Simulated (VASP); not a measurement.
# SrB2 in VASP: single point with r2SCAN

Aim: the single point of SrB2 with r2SCAN.

All numbers are computed with VASP 6.6.1; they aren't measurements. Logs are shortened: lines on timing, memory, paths and dates and some standing lists are left out, and cuts for length are marked.

### 1 The cell of the first run

The typed cell holds 3 atoms: a = 3.442 Å, b = 3.442 Å, c = 3.960 Å, α = 90.00°, β = 90.00°, γ = 60.00°.

### 2 Single point, r2SCAN

File POSCAR:

```
SrB2
1.0
    1.7211330000      2.9810860000      0.0000000000
   -1.7211330000      2.9810860000      0.0000000000
    0.0000000000      0.0000000000      3.9600910000
B Sr
2 1
Direct
    0.3333000000      0.3334000000      0.5000000000
    0.6666000000      0.6667000000      0.5000000000
    0.0000000000      0.0000000000      0.0000000000
```

File INCAR.step1:

```
SYSTEM = SrB2
PREC = Accurate
ENCUT = 520
ISMEAR = -1
SIGMA = 0.1
LREAL = .FALSE.
LASPH = .TRUE.
NELM = 100
NBANDS = 15
GGA = PE
ALGO = Normal
EDIFF = 1E-4
LWAVE = .TRUE.
LCHARG = .FALSE.
```

File INCAR.step2:

```
SYSTEM = SrB2
PREC = Accurate
ENCUT = 520
EDIFF = 1E-6
ISMEAR = -1
SIGMA = 0.1
LREAL = .FALSE.
LASPH = .TRUE.
NELM = 100
ALGO = Normal
ISIF = 2
LWAVE = .FALSE.
LCHARG = .FALSE.
METAGGA = R2SCAN
LMIXTAU = .TRUE.
NBANDS = 15
ISTART = 1
```

File KPOINTS:

```
Automatic mesh
0
G
  11 11 9
  0 0 0
```

Potentials or basis: VASP PAW PBE potentials, release 64 (B, Sr_sv).

Command:

```
$ cat potpaw_PBE.64/B/POTCAR potpaw_PBE.64/Sr_sv/POTCAR > POTCAR
$ cp INCAR.step1 INCAR
$ mpirun -np 1 vasp_std > vasp.out
$ cp INCAR.step2 INCAR
$ mpirun -np 1 vasp_std > vasp.out
```

OUTCAR:

```text
SYSTEM = SrB2
   PREC = Accurate
   ENCUT = 520
   EDIFF = 1E-6
   ISMEAR = -1
   LREAL = .FALSE.
   LASPH = .TRUE.
   NELM = 100
   ISIF = 2
   METAGGA = R2SCAN
   ISTART = 1

 ion  position               nearest neighbor table
   1  0.333  0.333  0.500-   2 1.99   2 1.99   2 1.99   3 2.81   3 2.81   3 2.81   3 2.81   3 2.81
                             3 2.81
   2  0.667  0.667  0.500-   1 1.99   1 1.99   1 1.99   3 2.81   3 2.81   3 2.81   3 2.81   3 2.81
                             3 2.81
   3  0.000  0.000  0.000-   2 2.81   2 2.81   1 2.81   1 2.81   1 2.81   2 2.81   1 2.81   2 2.81
                             2 2.81   2 2.81   1 2.81   1 2.81

  LATTYP: Found a hexagonal cell.
 ALAT       =     3.4422627069
 C/A-ratio  =     1.1504325315

  Lattice vectors:

 A1 = (   1.7211330000,  -2.9810860000,   0.0000000000)
 A2 = (   1.7211330000,   2.9810860000,   0.0000000000)
 A3 = (   0.0000000000,   0.0000000000,   3.9600910000)

Analysis of symmetry for initial positions (statically):
=====================================================================
 Subroutine PRICEL returns:
 Original cell was already a primitive cell.

 Routine SETGRP: Setting up the symmetry group for a
 hexagonal supercell.

 Subroutine GETGRP returns: Found  4 space group operations
 (whereof  4 operations were pure point group operations)
 out of a pool of 24 trial point group operations.

The static configuration has the point symmetry C_2v.

Analysis of symmetry for dynamics (positions and initial velocities):
=====================================================================
 Subroutine PRICEL returns:
 Original cell was already a primitive cell.

 Routine SETGRP: Setting up the symmetry group for a
 hexagonal supercell.

 Subroutine GETGRP returns: Found  4 space group operations
 (whereof  4 operations were pure point group operations)
 out of a pool of 24 trial point group operations.

The dynamic configuration has the point symmetry C_2v.

 Subroutine INISYM returns: Found  4 space group operations
 (whereof  4 operations are pure point group operations),
 and found     1 'primitive' translations

----------------------------------------------------------------------------------------

                                     Primitive cell

  volume of cell :      40.6372

  direct lattice vectors                    reciprocal lattice vectors
     1.721133000  2.981086000  0.000000000     0.290506312  0.167724111  0.000000000
    -1.721133000  2.981086000  0.000000000    -0.290506312  0.167724111  0.000000000
     0.000000000  0.000000000  3.960091000     0.000000000  0.000000000  0.252519450

  length of vectors
     3.442262707  3.442262707  3.960091000     0.335447902  0.335447902  0.252519450

  position of ions in fractional coordinates (direct lattice)
     0.333300000  0.333400000  0.500000000
     0.666600000  0.666700000  0.500000000
     0.000000000  0.000000000  0.000000000

  ion indices of the primitive-cell ions
   primitive index   ion index
                 1           1
                 2           2
                 3           3

----------------------------------------------------------------------------------------

 KPOINTS: Automatic mesh

Automatic generation of k-mesh.
 Grid dimensions read from file:
 generate k-points for:   11   11    9

 Generating k-lattice:

  Cartesian coordinates                     Fractional coordinates (reciprocal lattice)
     0.026409665  0.015247646  0.000000000     0.090909091  0.000000000  0.000000000
    -0.026409665  0.015247646  0.000000000     0.000000000  0.090909091  0.000000000
     0.000000000  0.000000000  0.028057717     0.000000000  0.000000000  0.111111111

  Length of vectors
     0.030495264  0.030495264  0.028057717

  Shift w.r.t. Gamma in fractional coordinates (k-lattice)
     0.000000000  0.000000000  0.000000000

 Subroutine IBZKPT returns following result:
 ===========================================

 Found    180 irreducible k-points:

 Following reciprocal coordinates:
            Coordinates               Weight
  0.000000  0.000000  0.000000      1.000000
  0.090909 -0.000000  0.000000      4.000000
  0.090909  0.090909  0.000000      2.000000
  0.181818 -0.000000  0.000000      4.000000
  0.181818  0.181818  0.000000      2.000000
  0.272727 -0.000000  0.000000      4.000000
[... 16 lines left out ...]
 -0.454545  0.090909  0.000000      4.000000
  0.454545 -0.454545  0.000000      2.000000
 [... further k-points ...]
   k-points           NKPTS =    180   k-points in BZ     NKDIM =    180   number of bands    NBANDS=     15
   number of dos      NEDOS =    301   number of ions     NIONS =      3
   total plane-waves  NPLWV =  23520
   dimension x,y,z NGX =    28 NGY =   28 NGZ =   30
   dimension x,y,z NGXF=    56 NGYF=   56 NGZF=   60
   ions per type =               2   1
   NGX,Y,Z   is equivalent  to a cutoff of  13.52, 13.52, 12.59 a.u.
   NGXF,Y,Z  is equivalent  to a cutoff of  27.05, 27.05, 25.19 a.u.
 SYSTEM =  SrB2
   PREC   = accura    normal or accurate (medium, high low for compatibility)
   ISTART =      1    job   : 0-new  1-cont  2-samecut
   ICHARG =      0    charge: 1-file 2-atom 10-const
   ISPIN  =      1    spin polarized calculation?
   LNONCOLLINEAR =      F non collinear calculations
   LSORBIT =      F    spin-orbit coupling
   LASPH  =      T    aspherical Exc in radial PAW
   ENCUT  =  520.0 eV  38.22 Ry    6.18 a.u.   6.40  6.40  7.36*2*pi/ulx,y,z
   NELM   =    100;   NELMIN=  2; NELMDL=  0     # of ELM steps
   EDIFF  = 0.1E-05   stopping-criterion for ELM
   LREAL  =      F    real-space projection
   EDIFFG = 0.1E-04   stopping-criterion for IOM
   NSW    =      0    number of steps for IOM
   IBRION =     -1    ionic relax: 0-MD 1-quasi-New 2-CG
   NFREE  =      0    steps in history (QN), initial steepest desc. (CG)
   ISIF   =      2    stress and relaxation
   ISYM   =      2    0-nonsym 1-usesym 2-fastsym
   POTIM  = 0.5000    time-step for ionic-motion
   TEBEG  =    0.0;   TEEND  =   0.0 temperature during run
   PSTRESS=    0.0 pullay stress
   NELECT =      16.0000    total number of electrons
   NUPDOWN=      -1.0000    fix difference up-down
   EMIN   =  10.00;   EMAX   =-10.00  energy-range for DOS
   EFERMI =   0.00;   METHOD = LEGACY
   ISMEAR =    -1;   SIGMA  =   0.10  broadening in eV -4-tet -1-fermi 0-gaus
   EFERMI_NEDOS =   21; number of points for ismear=-14 and -15
   IALGO  =     38    algorithm
   IMIX   =      4    mixing-type and parameters
     AMIX     =   0.40;   BMIX     =  1.00
     AMIX_MAG =   1.60;   BMIX_MAG =  1.00
  volume/ion in A,a.u.               =      13.55        91.41
  Fermi-wavevector in a.u.,A,eV,Ry     =   1.199886  2.267456 19.588680  1.439727
  Thomas-Fermi vector in A             =   2.335737
   LORBIT       =      0    0 simple, 1 ext, 2 COOP (PROOUT), +10 PAW based schemes
   METAGGA = R2SCAN    functional components
   LHFCALC =     F    Hartree Fock is set to
   AEXX    =    0.0000 exact exchange contribution
   IVDW    =     0    specifies the selected vdW correction
   LEPSILON=     F    determine dielectric tensor
   LRPA    =     F    only Hartree local field effects (RPA)
 non-spin polarized calculation
  energy-cutoff  :      520.00
  volume of cell :       40.64
 maximum number of plane-waves:      1111
 NGX is ok and might be reduce to    28
   NGX = 13   NGY = 13   NGZ = 15

 number of electron      16.0000000 magnetization

 Free energy of the ion-electron system (eV)
  ---------------------------------------------------
  ext. energy  EPLUGINS =         0.00000000
  ---------------------------------------------------
  free energy    TOTEN  =       -29.03824226 eV

  energy without entropy =      -29.00981871  energy(sigma->0) =      -29.02403049

 E-fermi :   4.2936     XC(G=0): -11.3648

 val. band max:        4.2889391960   @ k =  -0.3636   0.2727   0.4444
 cond. band min:       4.2982822674   @ k =  -0.3636   0.2727   0.3333
 fundamental gap:      0.0093430713
 Fermi energy:         4.2936295177

 k-point     1 :       0.0000    0.0000    0.0000
  band No.  band energies     occupation
      1     -31.0013      2.00000
      2     -12.4855      2.00000
      3     -12.0547      2.00000
      4     -12.0546      2.00000
      5      -6.1186      2.00000
      6       3.6569      1.99657
      7       3.9616      1.93023
      8       3.9633      1.92909
      9       5.4640      0.00002
     10       8.7418      0.00000
     11      10.7096      0.00000
     12      10.7125      0.00000
     13      11.3897      0.00000
     14      11.3902      0.00000
     15      11.9236      0.00000

 k-point     2 :       0.0909   -0.0000    0.0000
  band No.  band energies     occupation
      1     -30.9885      2.00000
      2     -12.4617      2.00000
      3     -12.1829      2.00000
      4     -12.0787      2.00000
      5      -5.9484      2.00000
      6       3.3576      1.99983
      7       3.5770      1.99846
      8       3.8904      1.96516
      9       5.6509      0.00000
     10       9.0694      0.00000
     11      10.4512      0.00000
     12      10.5326      0.00000
     13      11.4125      0.00000
     14      11.7195      0.00000
     15      12.1022      0.00000

 k-point     3 :       0.0909    0.0909    0.0000
  band No.  band energies     occupation
      1     -30.9885      2.00000
      2     -12.4617      2.00000
      3     -12.1829      2.00000
      4     -12.0787      2.00000
      5      -5.9484      2.00000
      6       3.3566      1.99983
      7       3.5771      1.99846
      8       3.8916      1.96475
      9       5.6509      0.00000
     10       9.0691      0.00000
     11      10.4529      0.00000
     12      10.5313      0.00000
     13      11.4121      0.00000
     14      11.7196      0.00000
     15      12.1018      0.00000
[... 343 lines left out ...]
 k-point    23 :      -0.4545    0.0909    0.0000
  band No.  band energies     occupation
      1     -30.8335      2.00000
      2     -13.3856      2.00000
      3     -12.4238      2.00000
      4     -12.1665      2.00000
      5      -2.4409      2.00000
      6      -2.1334      2.00000
      7       2.4519      2.00000
      8       2.9882      2.00000
      9       5.7321      0.00000
     10       6.8471      0.00000
     11      11.6150      0.00000
     12      11.6275      0.00000
     13      11.7084      0.00000
     14      13.9333      0.00000
     15      14.7406      0.00000

 k-point    24 :       0.4545   -0.4545    0.0000
  band No.  band energies     occupation
      1     -30.8335      2.00000
      2     -13.3856      2.00000
      3     -12.4238      2.00000
      4     -12.1665      2.00000
      5      -2.4403      2.00000
      6      -2.1345      2.00000
      7       2.4525      2.00000
      8       2.9889      2.00000
      9       5.7324      0.00000
     10       6.8460      0.00000
     11      11.6152      0.00000
     12      11.6272      0.00000
     13      11.7085      0.00000
     14      13.9328      0.00000
     15      14.7404      0.00000

 [... further k-points ...]
[... 5 lines left out ...]
  --------------------------------------------------------------------------------------
  -------------------------------------------------------------------------------------
  Total       -0.9155530     -0.9216526      6.4483318      0.0000000      0.0000000      0.0000000
  in kB      -36.0969065    -36.3373925    254.2341344      0.0000000      0.0000000      0.0000000
  external PRESSURE =      60.5999451 kB  Pullay stress =       0.0000000 kB

 VOLUME and BASIS-vectors are now :
 -----------------------------------------------------------------------------
  energy-cutoff  :      520.00
  volume of cell :       40.64
      direct lattice vectors                 reciprocal lattice vectors
     1.721133000  2.981086000  0.000000000     0.290506312  0.167724111  0.000000000
    -1.721133000  2.981086000  0.000000000    -0.290506312  0.167724111  0.000000000
     0.000000000  0.000000000  3.960091000     0.000000000  0.000000000  0.252519450

 POSITION                                       TOTAL-FORCE (eV/Angst)
 -----------------------------------------------------------------------------------
     -0.00017      1.98749      1.98005         0.000494     -0.000267      0.000000
     -0.00017      3.97468      1.98005         0.000494      0.000267      0.000000
      0.00000      0.00000      0.00000        -0.000989     -0.000000      0.000000
 -----------------------------------------------------------------------------------
    total drift:                               -0.000004      0.000000     -0.000000

  FREE ENERGIE OF THE ION-ELECTRON SYSTEM (eV)
  ---------------------------------------------------
  free  energy   TOTEN  =       -29.0382422633 eV

  energy  without entropy=      -29.0098187136  energy(sigma->0) =      -29.02403049
```

It took 11 min on 1 thread of Oxide Virtual Turin-like, shared host; peak memory 0.22 GiB.

What came out:

| Quantity | Value |
| --- | --- |
| Free energy | -29.0382 eV |
| Pressure | 6.1 GPa |
| Band gap on the k mesh | zero (band 8 reaches 4.66 eV, above the bottom of band 9 at 4.22 eV) |

Stress tensor (GPa, compression positive):
```
-3.61  0.00  0.00
 0.00 -3.63  0.00
 0.00  0.00 25.42
```

Levels at points of the mesh, in eV from the Fermi level:
| k point | band 4 | band 5 | band 6 | band 7 | band 8 | band 9 | band 10 | band 11 | band 12 | band 13 |
| --- | --- | --- | --- | --- | --- | --- | --- | --- | --- | --- |
| (0.00, 0.00, 0.00) | -16.35 | -10.41 | -0.64 | -0.33 | -0.33 | 1.17 | 4.45 | 6.42 | 6.42 | 7.10 |

Caveat: the PAW data sets were made with another functional, which shifts forces and pressure a little.
